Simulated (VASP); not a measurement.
# AlN (R3m) in VASP: a series of runs

AlN is run at these levels: PBE, r2SCAN; tasks: single point.

All numbers are computed with VASP 6.6.1; they aren't measurements. Logs are shortened: lines on timing, memory, paths and dates and some standing lists are left out, and cuts for length are marked.

## 1. The cell of the first run

The structure is trigonal, space group R3m (No. 160). Conventional cell: a = 3.213 Å, b = 3.213 Å, c = 7.471 Å, α = 90.00°, β = 90.00°, γ = 120.00°. Within 2.5 Å of Al (site symmetry 3m) lie 4 N at 1.90 to 1.95 Å. Within 2.5 Å of N (site symmetry 3m) lie 4 Al at 1.90 to 1.95 Å.

## 2. Single point, PBE (epitaxial 111 strain +4.0%)

INCAR

```
SYSTEM = AlN
PREC = Accurate ; ENCUT = 520
EDIFF = 1E-6 ; ISMEAR = -1
SIGMA = 0.02 ; LREAL = .False.
LASPH = .True. ; NELM = 100
ALGO = Normal ; ISIF = 2
LWAVE = .False. ; LCHARG = .False.
GGA = PE ; NBANDS = 11
```

KPOINTS

```
Automatic mesh
0
Gamma
  10 10 10
  0 0 0
```

POSCAR

```
AlN
1.0
   -0.0770983581      2.1951731109      2.1951731109
    2.1951731109     -0.0770983581      2.1951731109
    2.1951731109      2.1951731109     -0.0770983581
Al N
1 1
Direct
   -0.0019950247     -0.0019950247     -0.0019950247
    0.2519950247      0.2519950247      0.2519950247
```

Potentials or basis: VASP PAW PBE potentials, release 64 (Al, N).

Command:

```console
> cat potpaw_PBE.64/Al/POTCAR potpaw_PBE.64/N/POTCAR > POTCAR
> mpirun -np 1 vasp_std > vasp.out
```

OUTCAR:

```text
SYSTEM = AlN
   PREC = Accurate
   ENCUT = 520
   EDIFF = 1E-6
   ISMEAR = -1
   LREAL = .False.
   LASPH = .True.
   NELM = 100
   ISIF = 2
   GGA = PE

 ion  position               nearest neighbor table
   1  0.998  0.998  0.998-   2 1.90   2 1.95   2 1.95   2 1.95
   2  0.252  0.252  0.252-   1 1.90   1 1.95   1 1.95   1 1.95

  LATTYP: Found a trigonal (rhomboedric) cell.
 ALAT       =     3.1054008003
 COS(alpha) =     0.4645916873

  Lattice vectors:

 A1 = (  -0.0770983581,   2.1951731109,   2.1951731109)
 A2 = (   2.1951731109,  -0.0770983581,   2.1951731109)
 A3 = (   2.1951731109,   2.1951731109,  -0.0770983581)

Analysis of symmetry for initial positions (statically):
=====================================================================
 Subroutine PRICEL returns:
 Original cell was already a primitive cell.

 Routine SETGRP: Setting up the symmetry group for a
 trigonal (rhombohedral) supercell.

 Subroutine GETGRP returns: Found  6 space group operations
 (whereof  6 operations were pure point group operations)
 out of a pool of 12 trial point group operations.

The static configuration has the point symmetry C_3v.

Analysis of symmetry for dynamics (positions and initial velocities):
=====================================================================
 Subroutine PRICEL returns:
 Original cell was already a primitive cell.

 Routine SETGRP: Setting up the symmetry group for a
 trigonal (rhombohedral) supercell.

 Subroutine GETGRP returns: Found  6 space group operations
 (whereof  6 operations were pure point group operations)
 out of a pool of 12 trial point group operations.

The dynamic configuration has the point symmetry C_3v.

 Subroutine INISYM returns: Found  6 space group operations
 (whereof  6 operations are pure point group operations),
 and found     1 'primitive' translations

----------------------------------------------------------------------------------------

                                     Primitive cell

  volume of cell :      22.2702

  direct lattice vectors                    reciprocal lattice vectors
    -0.077098358  2.195173111  2.195173111    -0.216110890  0.223977371  0.223977371
     2.195173111 -0.077098358  2.195173111     0.223977371 -0.216110890  0.223977371
     2.195173111  2.195173111 -0.077098358     0.223977371  0.223977371 -0.216110890

  length of vectors
     3.105400800  3.105400800  3.105400800     0.383452269  0.383452269  0.383452269

  position of ions in fractional coordinates (direct lattice)
     0.998004975  0.998004975  0.998004975
     0.251995025  0.251995025  0.251995025

  ion indices of the primitive-cell ions
   primitive index   ion index
                 1           1
                 2           2

----------------------------------------------------------------------------------------

 KPOINTS: Automatic mesh

Automatic generation of k-mesh.
 Grid dimensions read from file:
 generate k-points for:   10   10   10

 Generating k-lattice:

  Cartesian coordinates                     Fractional coordinates (reciprocal lattice)
    -0.021611089  0.022397737  0.022397737     0.100000000  0.000000000  0.000000000
     0.022397737 -0.021611089  0.022397737     0.000000000  0.100000000  0.000000000
     0.022397737  0.022397737 -0.021611089     0.000000000  0.000000000  0.100000000

  Length of vectors
     0.038345227  0.038345227  0.038345227

  Shift w.r.t. Gamma in fractional coordinates (k-lattice)
     0.000000000  0.000000000  0.000000000

 Subroutine IBZKPT returns following result:
 ===========================================

 Found    116 irreducible k-points:

 Following reciprocal coordinates:
            Coordinates               Weight
  0.000000  0.000000  0.000000      1.000000
  0.100000  0.000000 -0.000000      6.000000
  0.200000  0.000000 -0.000000      6.000000
  0.300000  0.000000  0.000000      6.000000
  0.400000  0.000000  0.000000      6.000000
  0.500000 -0.000000 -0.000000      3.000000
[... 16 lines left out ...]
  0.300000  0.300000 -0.000000      6.000000
  0.400000  0.300000 -0.000000     12.000000
 [... further k-points ...]
   k-points           NKPTS =    116   k-points in BZ     NKDIM =    116   number of bands    NBANDS=     11
   number of dos      NEDOS =    301   number of ions     NIONS =      2
   total plane-waves  NPLWV =  13824
   dimension x,y,z NGX =    24 NGY =   24 NGZ =   24
   dimension x,y,z NGXF=    48 NGYF=   48 NGZF=   48
   ions per type =               1   1
   NGX,Y,Z   is equivalent  to a cutoff of  12.85, 12.85, 12.85 a.u.
   NGXF,Y,Z  is equivalent  to a cutoff of  25.70, 25.70, 25.70 a.u.
 SYSTEM =  AlN
   PREC   = accura    normal or accurate (medium, high low for compatibility)
   ISTART =      0    job   : 0-new  1-cont  2-samecut
   ICHARG =      2    charge: 1-file 2-atom 10-const
   ISPIN  =      1    spin polarized calculation?
   LNONCOLLINEAR =      F non collinear calculations
   LSORBIT =      F    spin-orbit coupling
   LASPH  =      T    aspherical Exc in radial PAW
   ENCUT  =  520.0 eV  38.22 Ry    6.18 a.u.   5.77  5.77  5.77*2*pi/ulx,y,z
   NELM   =    100;   NELMIN=  2; NELMDL= -5     # of ELM steps
   EDIFF  = 0.1E-05   stopping-criterion for ELM
   LREAL  =      F    real-space projection
   EDIFFG = 0.1E-04   stopping-criterion for IOM
   NSW    =      0    number of steps for IOM
   IBRION =     -1    ionic relax: 0-MD 1-quasi-New 2-CG
   NFREE  =      0    steps in history (QN), initial steepest desc. (CG)
   ISIF   =      2    stress and relaxation
   ISYM   =      2    0-nonsym 1-usesym 2-fastsym
   POTIM  = 0.5000    time-step for ionic-motion
   TEBEG  =    0.0;   TEEND  =   0.0 temperature during run
   PSTRESS=    0.0 pullay stress
   NELECT =       8.0000    total number of electrons
   NUPDOWN=      -1.0000    fix difference up-down
   EMIN   =  10.00;   EMAX   =-10.00  energy-range for DOS
   EFERMI =   0.00;   METHOD = LEGACY
   ISMEAR =    -1;   SIGMA  =   0.02  broadening in eV -4-tet -1-fermi 0-gaus
   EFERMI_NEDOS =   21; number of points for ismear=-14 and -15
   IALGO  =     38    algorithm
   IMIX   =      4    mixing-type and parameters
     AMIX     =   0.40;   BMIX     =  1.00
     AMIX_MAG =   1.60;   BMIX_MAG =  1.00
  volume/ion in A,a.u.               =      11.14        75.14
  Fermi-wavevector in a.u.,A,eV,Ry     =   1.163759  2.199186 18.426860  1.354336
  Thomas-Fermi vector in A             =   2.300305
   LORBIT       =      0    0 simple, 1 ext, 2 COOP (PROOUT), +10 PAW based schemes
   GGA     = PE    functional components
   LHFCALC =     F    Hartree Fock is set to
   AEXX    =    0.0000 exact exchange contribution
   IVDW    =     0    specifies the selected vdW correction
   LEPSILON=     F    determine dielectric tensor
   LRPA    =     F    only Hartree local field effects (RPA)
 non-spin polarized calculation
  energy-cutoff  :      520.00
  volume of cell :       22.27
 maximum number of plane-waves:       612
   NGX = 11   NGY = 11   NGZ = 11

 number of electron       8.0000001 magnetization

 Free energy of the ion-electron system (eV)
  ---------------------------------------------------
  ext. energy  EPLUGINS =         0.00000000
  ---------------------------------------------------
  free energy    TOTEN  =       -14.78218441 eV

  energy without entropy =      -14.78218441  energy(sigma->0) =      -14.78218441

 E-fermi :   6.0536     XC(G=0): -10.6480

 val. band max:        5.6039350401   @ k =   0.0000   0.0000   0.0000
 cond. band min:       8.6022792100   @ k =   0.5000   0.5000  -0.0000
 fundamental gap:      2.9983441699
 Fermi energy:         6.0536246074

 k-point     1 :       0.0000    0.0000    0.0000
  band No.  band energies     occupation
      1      -9.2436      2.00000
      2       5.2515      2.00000
      3       5.2515      2.00000
      4       5.6039      2.00000
      5       8.9141      0.00000
      6      16.8647      0.00000
      7      16.8647      0.00000
      8      18.2134      0.00000
      9      22.4934      0.00000
     10      22.4934      0.00000
     11      23.7147      0.00000

 k-point     2 :       0.1000    0.0000   -0.0000
  band No.  band energies     occupation
      1      -9.1122      2.00000
      2       4.4632      2.00000
      3       5.2120      2.00000
      4       5.5195      2.00000
      5       9.6047      0.00000
      6      16.5994      0.00000
      7      17.0116      0.00000
      8      18.2072      0.00000
      9      21.2100      0.00000
     10      21.5510      0.00000
     11      23.0910      0.00000

 k-point     3 :       0.2000    0.0000   -0.0000
  band No.  band energies     occupation
      1      -8.7400      2.00000
      2       2.9149      2.00000
      3       5.1137      2.00000
      4       5.3798      2.00000
      5      10.7571      0.00000
      6      15.9449      0.00000
      7      17.1166      0.00000
      8      17.9841      0.00000
      9      20.4533      0.00000
     10      21.2637      0.00000
     11      22.2752      0.00000

 k-point     4 :       0.3000    0.0000    0.0000
  band No.  band energies     occupation
      1      -8.2043      2.00000
      2       1.3636      2.00000
      3       5.0015      2.00000
      4       5.2257      2.00000
      5      11.6436      0.00000
      6      15.2852      0.00000
      7      16.6877      0.00000
      8      17.3790      0.00000
      9      21.1577      0.00000
     10      21.9114      0.00000
     11      22.4221      0.00000
[... 239 lines left out ...]
 k-point    22 :      -0.2000    0.2000    0.0000
  band No.  band energies     occupation
      1      -8.0403      2.00000
      2       1.6978      2.00000
      3       3.6941      2.00000
      4       5.2247      2.00000
      5      12.4275      0.00000
      6      14.9681      0.00000
      7      16.0611      0.00000
      8      17.7048      0.00000
      9      20.2208      0.00000
     10      22.9172      0.00000
     11      25.7500      0.00000

 k-point    23 :       0.3000    0.3000   -0.0000
  band No.  band energies     occupation
      1      -7.8264      2.00000
      2       1.9350      2.00000
      3       3.9787      2.00000
      4       4.3812      2.00000
      5      10.4306      0.00000
      6      14.6132      0.00000
      7      16.5261      0.00000
      8      18.8923      0.00000
      9      19.4037      0.00000
     10      25.1181      0.00000
     11      27.8731      0.00000

 k-point    24 :       0.4000    0.3000   -0.0000
  band No.  band energies     occupation
      1      -7.4138      2.00000
      2       1.3230      2.00000
      3       3.5763      2.00000
      4       4.2313      2.00000
      5      10.1112      0.00000
      6      14.4373      0.00000
      7      16.7851      0.00000
      8      19.3651      0.00000
      9      19.6218      0.00000
     10      26.0030      0.00000
     11      27.6031      0.00000

 [... further k-points ...]
[... 5 lines left out ...]
  --------------------------------------------------------------------------------------
  -------------------------------------------------------------------------------------
  Total       -1.0657552     -1.0657552     -1.0657552      0.7960654      0.7960654      0.7960654
  in kB      -76.6731339    -76.6731339    -76.6731339     57.2709598     57.2709598     57.2709598
  external PRESSURE =     -76.6731339 kB  Pullay stress =       0.0000000 kB

 VOLUME and BASIS-vectors are now :
 -----------------------------------------------------------------------------
  energy-cutoff  :      520.00
  volume of cell :       22.27
      direct lattice vectors                 reciprocal lattice vectors
    -0.077098358  2.195173111  2.195173111    -0.216110890  0.223977371  0.223977371
     2.195173111 -0.077098358  2.195173111     0.223977371 -0.216110890  0.223977371
     2.195173111  2.195173111 -0.077098358     0.223977371  0.223977371 -0.216110890

 POSITION                                       TOTAL-FORCE (eV/Angst)
 -----------------------------------------------------------------------------------
      4.30464      4.30464      4.30464        -0.026085     -0.026085     -0.026085
      1.08692      1.08692      1.08692         0.026085      0.026085      0.026085
 -----------------------------------------------------------------------------------
    total drift:                                0.000116      0.000116      0.000116

  FREE ENERGIE OF THE ION-ELECTRON SYSTEM (eV)
  ---------------------------------------------------
  free  energy   TOTEN  =       -14.7821844146 eV

  energy  without entropy=      -14.7821844146  energy(sigma->0) =      -14.78218441
```

It took 7.1 s on 1 thread of Intel Xeon 6975P-C (Granite Rapids), shared host; peak memory 0.14 GiB.

What came out:

```yaml
Free_energy: -14.7822 eV
Pressure: -7.7 GPa
Largest_force: 0.045 eV/Å
Band_gap_on_the_k_mesh: 3.00 eV, indirect (least direct gap 3.31 eV)
```

Forces in eV/Å, atoms in the order of the input:
```
Al  -0.026 -0.026 -0.026
N    0.026  0.026  0.026
```

Stress tensor (GPa, compression positive):
```
-7.67  5.73  5.73
 5.73 -7.67  5.73
 5.73  5.73 -7.67
```

Levels at points of the mesh, in eV from the valence-band top:
| k point | band 1 | band 2 | band 3 | band 4 | band 5 | band 6 | band 7 | band 8 | band 9 |
| --- | --- | --- | --- | --- | --- | --- | --- | --- | --- |
| (0.00, 0.00, 0.00) | -14.85 | -0.35 | -0.35 | 0.00 | 3.31 | 11.26 | 11.26 | 12.61 | 16.89 |
| (0.50, 0.00, 0.00) | -13.05 | -5.89 | -0.72 | -0.54 | 6.65 | 9.06 | 10.38 | 11.08 | 16.93 |
| (0.50, 0.50, 0.00) | -12.41 | -4.94 | -2.17 | -1.70 | 3.00 | 8.01 | 12.75 | 14.49 | 14.91 |
| (0.50, 0.50, 0.50) | -12.80 | -5.63 | -0.93 | -0.93 | 6.14 | 9.17 | 9.94 | 9.94 | 16.84 |

Caveat: the cell differs from its parent crystal (epitaxial 111 strain +4.0%). A k mesh can miss the band edges.

(Continued in part 2 of 2.)
